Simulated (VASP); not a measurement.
# BeZn2Se3 (Imm2) in VASP: single point with PBE

Aim: the single point of BeZn2Se3 with PBE.

Everything below comes from runs of VASP 6.6.1. Logs are shortened: lines on timing, memory, paths and dates and some standing lists are left out, and cuts for length are marked.

### 1 The cell of the first run

It takes space group Imm2 (No. 44, orthorhombic). The conventional cell has a = 3.909 Å, b = 11.735 Å, c = 5.573 Å, α = 90.00°, β = 90.00°, γ = 90.00°. Within 3.0 Å of Be (site symmetry mm2) lie 4 Se at 2.24 to 2.31 Å. Zn (site symmetry m) has 4 Se at 2.46 to 2.48 Å within 3.3 Å. Within 3.0 Å of Se (site symmetry mm2) lie 2 Be at 2.31 Å and 2 Zn at 2.48 Å. Se (site symmetry m) has 1 Be at 2.24 Å and 3 Zn at 2.46 to 2.48 Å within 3.0 Å.

### 2 Single point, PBE

INCAR

```
PREC = Accurate
ENCUT = 520
EDIFF = 1E-6
ISMEAR = 0
SIGMA = 0.02
LREAL = False
LASPH = True
NELM = 80
ALGO = Normal
ISIF = 2
LWAVE = False
LCHARG = True
GGA = PE
LELF = True
LVHAR = True
NBANDS = 31
```

KPOINTS

```
regular mesh
0
Gamma
  8 8 8
```

POSCAR

```
BeZn2Se3
1.0
   -1.9545370059      5.8677059962      2.7866520490
    1.9545370059     -5.8677059962      2.7866520490
    1.9545370059      5.8677059962     -2.7866520490
Be Zn Se
1 2 3
Direct
    0.0022631858      0.0022631858      0.0000000000
    0.3374970062      0.0004962575      0.3370007487
    0.6634955088      0.0004962575      0.6629992513
    0.7825162861      0.2825162861      0.5000000000
    0.0755568304      0.2321140066      0.8434428238
    0.3886711828      0.2321140066      0.1565571762
```

Potentials or basis: VASP PAW PBE potentials, release 64 (Be, Zn, Se).

Launch:

```
$ cat potpaw_PBE.64/Be/POTCAR potpaw_PBE.64/Zn/POTCAR potpaw_PBE.64/Se/POTCAR > POTCAR
$ mpirun -np 1 vasp_std > vasp.out
```

OUTCAR:

```text
PREC = Accurate
   ENCUT = 520
   EDIFF = 1E-6
   ISMEAR = 0
   LREAL = False
   LASPH = True
   NELM = 80
   ISIF = 2
   GGA = PE

 ion  position               nearest neighbor table
   1  0.002  0.002  0.000-   5 2.24   6 2.24   4 2.31   4 2.31
   2  0.337  0.000  0.337-   5 2.46   5 2.46   4 2.48   6 2.48
   3  0.663  0.000  0.663-   6 2.46   6 2.46   4 2.48   5 2.48
   4  0.783  0.283  0.500-   1 2.31   1 2.31   2 2.48   3 2.48
   5  0.076  0.232  0.843-   1 2.24   2 2.46   2 2.46   3 2.48
   6  0.389  0.232  0.157-   1 2.24   3 2.46   3 2.46   2 2.48

  LATTYP: Found a body centered orthorhombic cell.
 ALAT       =     3.9090740118
 B/A-ratio  =     1.4257351181
 C/A-ratio  =     3.0020951143

  Lattice vectors:

 A1 = (  -1.9545370059,   5.8677059962,  -2.7866520490)
 A2 = (   1.9545370059,   5.8677059962,   2.7866520490)
 A3 = (   1.9545370059,  -5.8677059962,  -2.7866520490)

Analysis of symmetry for initial positions (statically):
=====================================================================
 Subroutine PRICEL returns:
 Original cell was already a primitive cell.

 Routine SETGRP: Setting up the symmetry group for a
 body centered orthorhombic supercell.

 Subroutine GETGRP returns: Found  4 space group operations
 (whereof  4 operations were pure point group operations)
 out of a pool of  8 trial point group operations.

The static configuration has the point symmetry C_2v.

Analysis of symmetry for dynamics (positions and initial velocities):
=====================================================================
 Subroutine PRICEL returns:
 Original cell was already a primitive cell.

 Routine SETGRP: Setting up the symmetry group for a
 body centered orthorhombic supercell.

 Subroutine GETGRP returns: Found  4 space group operations
 (whereof  4 operations were pure point group operations)
 out of a pool of  8 trial point group operations.

The dynamic configuration has the point symmetry C_2v.

 Subroutine INISYM returns: Found  4 space group operations
 (whereof  4 operations are pure point group operations),
 and found     1 'primitive' translations

----------------------------------------------------------------------------------------

                                     Primitive cell

  volume of cell :     127.8365

  direct lattice vectors                    reciprocal lattice vectors
    -1.954537006  5.867705996  2.786652049     0.000000000  0.085212177  0.179426779
     1.954537006 -5.867705996  2.786652049     0.255815059  0.000000000  0.179426779
     1.954537006  5.867705996 -2.786652049     0.255815059  0.085212177  0.000000000

  length of vectors
     6.783481275  6.783481275  6.783481275     0.198633038  0.312466500  0.269633936

  position of ions in fractional coordinates (direct lattice)
     0.002263186  0.002263186  0.000000000
     0.337497006  0.000496257  0.337000749
     0.663495509  0.000496257  0.662999251
     0.782516286  0.282516286  0.500000000
     0.075556830  0.232114007  0.843442824
     0.388671183  0.232114007  0.156557176

  ion indices of the primitive-cell ions
   primitive index   ion index
                 1           1
                 2           2
                 3           3
                 4           4
                 5           5
                 6           6

----------------------------------------------------------------------------------------

 KPOINTS: regular mesh

Automatic generation of k-mesh.
 Grid dimensions read from file:
 generate k-points for:    8    8    8

 Generating k-lattice:

  Cartesian coordinates                     Fractional coordinates (reciprocal lattice)
     0.000000000  0.010651522  0.022428347     0.125000000 -0.000000000  0.000000000
     0.031976882  0.000000000  0.022428347    -0.000000000  0.125000000  0.000000000
     0.031976882  0.010651522  0.000000000     0.000000000  0.000000000  0.125000000

  Length of vectors
     0.024829130  0.039058312  0.033704242

  Shift w.r.t. Gamma in fractional coordinates (k-lattice)
     0.000000000  0.000000000  0.000000000

 Subroutine IBZKPT returns following result:
 ===========================================

 Found     95 irreducible k-points:

 Following reciprocal coordinates:
            Coordinates               Weight
  0.000000  0.000000  0.000000      1.000000
  0.125000 -0.000000  0.000000      4.000000
  0.250000 -0.000000  0.000000      4.000000
  0.375000 -0.000000  0.000000      4.000000
  0.500000 -0.000000  0.000000      2.000000
 -0.000000  0.125000  0.000000      4.000000
[... 16 lines left out ...]
  0.125000  0.375000  0.000000      8.000000
  0.250000  0.375000  0.000000      8.000000
 [... further k-points ...]
   k-points           NKPTS =     95   k-points in BZ     NKDIM =     95   number of bands    NBANDS=     31
   number of dos      NEDOS =    301   number of ions     NIONS =      6
   total plane-waves  NPLWV = 125000
   dimension x,y,z NGX =    50 NGY =   50 NGZ =   50
   dimension x,y,z NGXF=   100 NGYF=  100 NGZF=  100
   ions per type =               1   2   3
   NGX,Y,Z   is equivalent  to a cutoff of  12.25, 12.25, 12.25 a.u.
   NGXF,Y,Z  is equivalent  to a cutoff of  24.51, 24.51, 24.51 a.u.
 SYSTEM =  unknown system
   PREC   = accura    normal or accurate (medium, high low for compatibility)
   ISTART =      0    job   : 0-new  1-cont  2-samecut
   ICHARG =      2    charge: 1-file 2-atom 10-const
   ISPIN  =      1    spin polarized calculation?
   LNONCOLLINEAR =      F non collinear calculations
   LSORBIT =      F    spin-orbit coupling
   LASPH  =      T    aspherical Exc in radial PAW
   ENCUT  =  520.0 eV  38.22 Ry    6.18 a.u.  12.61 12.61 12.61*2*pi/ulx,y,z
   NELM   =     80;   NELMIN=  2; NELMDL= -5     # of ELM steps
   EDIFF  = 0.1E-05   stopping-criterion for ELM
   LREAL  =      F    real-space projection
   EDIFFG = 0.1E-04   stopping-criterion for IOM
   NSW    =      0    number of steps for IOM
   IBRION =     -1    ionic relax: 0-MD 1-quasi-New 2-CG
   NFREE  =      0    steps in history (QN), initial steepest desc. (CG)
   ISIF   =      2    stress and relaxation
   ISYM   =      2    0-nonsym 1-usesym 2-fastsym
   POTIM  = 0.5000    time-step for ionic-motion
   TEBEG  =    0.0;   TEEND  =   0.0 temperature during run
   PSTRESS=    0.0 pullay stress
   NELECT =      44.0000    total number of electrons
   NUPDOWN=      -1.0000    fix difference up-down
   EMIN   =  10.00;   EMAX   =-10.00  energy-range for DOS
   EFERMI =   0.00;   METHOD = LEGACY
   ISMEAR =     0;   SIGMA  =   0.02  broadening in eV -4-tet -1-fermi 0-gaus
   EFERMI_NEDOS =   21; number of points for ismear=-14 and -15
   IALGO  =     38    algorithm
   IMIX   =      4    mixing-type and parameters
     AMIX     =   0.40;   BMIX     =  1.00
     AMIX_MAG =   1.60;   BMIX_MAG =  1.00
  volume/ion in A,a.u.               =      21.31       143.78
  Fermi-wavevector in a.u.,A,eV,Ry     =   1.147292  2.168068 17.909070  1.316280
  Thomas-Fermi vector in A             =   2.283973
   LORBIT       =      0    0 simple, 1 ext, 2 COOP (PROOUT), +10 PAW based schemes
   GGA     = PE    functional components
   LHFCALC =     F    Hartree Fock is set to
   AEXX    =    0.0000 exact exchange contribution
   IVDW    =     0    specifies the selected vdW correction
   LEPSILON=     F    determine dielectric tensor
   LRPA    =     F    only Hartree local field effects (RPA)
 non-spin polarized calculation
 Gauss-broadening in eV      SIGMA  =   0.02
  energy-cutoff  :      520.00
  volume of cell :      127.84
 maximum number of plane-waves:      3466
   NGX = 25   NGY = 25   NGZ = 25

 number of electron      43.9999993 magnetization

 Free energy of the ion-electron system (eV)
  ---------------------------------------------------
  ext. energy  EPLUGINS =         0.00000000
  ---------------------------------------------------
  free energy    TOTEN  =       -20.82338214 eV

  energy without entropy =      -20.82338214  energy(sigma->0) =      -20.82338214

 E-fermi :   2.0603     XC(G=0):  -9.2739

 val. band max:        1.9755603348   @ k =   0.0000   0.0000   0.0000
 cond. band min:       3.8377956252   @ k =   0.0000   0.0000   0.0000
 fundamental gap:      1.8622352905
 Fermi energy:         2.0603271338

 k-point     1 :       0.0000    0.0000    0.0000
  band No.  band energies     occupation
      1     -11.3608      2.00000
      2     -10.2505      2.00000
      3     -10.1575      2.00000
      4      -4.4768      2.00000
      5      -4.4713      2.00000
      6      -4.4551      2.00000
[... 23 lines left out ...]
     30       9.6445      0.00000
     31      10.2776      0.00000

 k-point     2 :       0.1250   -0.0000    0.0000
  band No.  band energies     occupation
      1     -11.3157      2.00000
      2     -10.2871      2.00000
      3     -10.1816      2.00000
      4      -4.4758      2.00000
      5      -4.4696      2.00000
      6      -4.4594      2.00000
[... 23 lines left out ...]
     30       9.0999      0.00000
     31       9.8114      0.00000

 k-point     3 :       0.2500   -0.0000    0.0000
  band No.  band energies     occupation
      1     -11.1868      2.00000
      2     -10.3641      2.00000
      3     -10.2729      2.00000
      4      -4.4819      2.00000
      5      -4.4630      2.00000
      6      -4.4589      2.00000
[... 23 lines left out ...]
     30       8.5264      0.00000
     31       9.1049      0.00000

 k-point     4 :       0.3750   -0.0000    0.0000
  band No.  band energies     occupation
      1     -10.9975      2.00000
      2     -10.4818      2.00000
      3     -10.3867      2.00000
      4      -4.4892      2.00000
      5      -4.4510      2.00000
      6      -4.4498      2.00000
[... 23 lines left out ...]
     30       8.7772      0.00000
     31       8.9553      0.00000

 k-point     5 :       0.5000   -0.0000    0.0000
  band No.  band energies     occupation
      1     -10.8483      2.00000
      2     -10.6169      2.00000
      3     -10.4190      2.00000
      4      -4.4897      2.00000
      5      -4.4440      2.00000
      6      -4.4351      2.00000
[... 23 lines left out ...]
     30       8.8318      0.00000
     31       9.1655      0.00000
[... 542 lines left out ...]
     30       8.6388      0.00000
     31       9.3899      0.00000

 k-point    22 :      -0.0000    0.3750    0.0000
  band No.  band energies     occupation
      1     -10.6247      2.00000
      2     -10.2225      2.00000
      3     -10.2006      2.00000
      4      -4.4400      2.00000
      5      -4.4094      2.00000
      6      -4.3464      2.00000
[... 23 lines left out ...]
     30       9.8132      0.00000
     31      10.0227      0.00000

 k-point    23 :       0.1250    0.3750    0.0000
  band No.  band energies     occupation
      1     -10.5307      2.00000
      2     -10.2991      2.00000
      3     -10.2226      2.00000
      4      -4.4384      2.00000
      5      -4.4117      2.00000
      6      -4.3433      2.00000
[... 23 lines left out ...]
     30       8.8262      0.00000
     31       9.4169      0.00000

 k-point    24 :       0.2500    0.3750    0.0000
  band No.  band energies     occupation
      1     -10.4843      2.00000
      2     -10.3538      2.00000
      3     -10.2251      2.00000
      4      -4.4339      2.00000
      5      -4.4152      2.00000
      6      -4.3831      2.00000
[... 23 lines left out ...]
     30       8.7148      0.00000
     31       9.1155      0.00000

 [... further k-points ...]

------------------------ aborting loop because EDIFF is reached ----------------------------------------

  FORCE on cell =-STRESS in cart. coord.  units (eV):
  Direction    XX          YY          ZZ          XY          YZ          ZX
  --------------------------------------------------------------------------------------
  -------------------------------------------------------------------------------------
  Total        0.1457221      0.1615190      0.1502880      0.0000000      0.0000000      0.0000000
  in kB        1.8263374      2.0243206      1.8835618      0.0000000      0.0000000      0.0000000
  external PRESSURE =       1.9114066 kB  Pullay stress =       0.0000000 kB

 VOLUME and BASIS-vectors are now :
 -----------------------------------------------------------------------------
  energy-cutoff  :      520.00
  volume of cell :      127.84
      direct lattice vectors                 reciprocal lattice vectors
    -1.954537006  5.867705996  2.786652049     0.000000000  0.085212177  0.179426779
     1.954537006 -5.867705996  2.786652049     0.255815059  0.000000000  0.179426779
     1.954537006  5.867705996 -2.786652049     0.255815059  0.085212177  0.000000000

 POSITION                                       TOTAL-FORCE (eV/Angst)
 -----------------------------------------------------------------------------------
      0.00000      0.00000      0.01261        -0.000000     -0.000000     -0.002549
     -0.00000      3.95484      0.00277        -0.000000     -0.001379      0.001190
      0.00000      7.78057      0.00277        -0.000000      0.001379      0.001190
     -0.00000      5.86771      1.57455         0.000000     -0.000000      0.014934
      1.95454      4.03044     -1.49301        -0.000000      0.002673     -0.007383
      0.00000      1.83726      1.29364         0.000000     -0.002673     -0.007383
 -----------------------------------------------------------------------------------
    total drift:                               -0.000007     -0.000016     -0.000181

  FREE ENERGIE OF THE ION-ELECTRON SYSTEM (eV)
  ---------------------------------------------------
  free  energy   TOTEN  =       -20.8233821423 eV

  energy  without entropy=      -20.8233821423  energy(sigma->0) =      -20.82338214
```

Run time: 22 min. Hardware: 1 thread of Intel Xeon 8259CL, shared host; peak memory 0.57 GiB.

Results:

```yaml
Free_energy: -20.8234 eV
Pressure: 0.2 GPa
Largest_force: 0.015 eV/Å
Band_gap_on_the_k_mesh: 1.86 eV, direct
```

Forces in eV/Å, atoms in the order of the input:
```
Be   0.000  0.000 -0.003
Zn   0.000 -0.001  0.001
Zn   0.000  0.001  0.001
Se   0.000  0.000  0.015
Se   0.000  0.003 -0.007
Se   0.000 -0.003 -0.007
```

Levels at points of the mesh, in eV from the valence-band top:
| k point | band 18 | band 19 | band 20 | band 21 | band 22 | band 23 | band 24 | band 25 | band 26 | band 27 |
| --- | --- | --- | --- | --- | --- | --- | --- | --- | --- | --- |
| (0.00, 0.00, 0.00) | -2.10 | -1.26 | -0.15 | -0.10 | 0.00 | 1.86 | 3.60 | 4.32 | 5.40 | 5.42 |
| (0.50, 0.00, 0.00) | -1.51 | -1.43 | -0.97 | -0.86 | -0.70 | 2.72 | 3.90 | 4.08 | 5.13 | 5.19 |
| (0.00, 0.50, 0.00) | -3.00 | -2.10 | -1.98 | -0.94 | -0.89 | 2.70 | 4.85 | 5.04 | 5.57 | 5.69 |
| (0.50, 0.50, 0.00) | -2.60 | -2.37 | -2.30 | -1.58 | -1.56 | 2.83 | 3.24 | 4.89 | 4.92 | 4.95 |
| (0.50, 0.50, 0.50) | -2.40 | -1.58 | -1.46 | -0.57 | -0.22 | 2.68 | 3.48 | 3.97 | 4.33 | 5.38 |

A k mesh can miss the band edges.
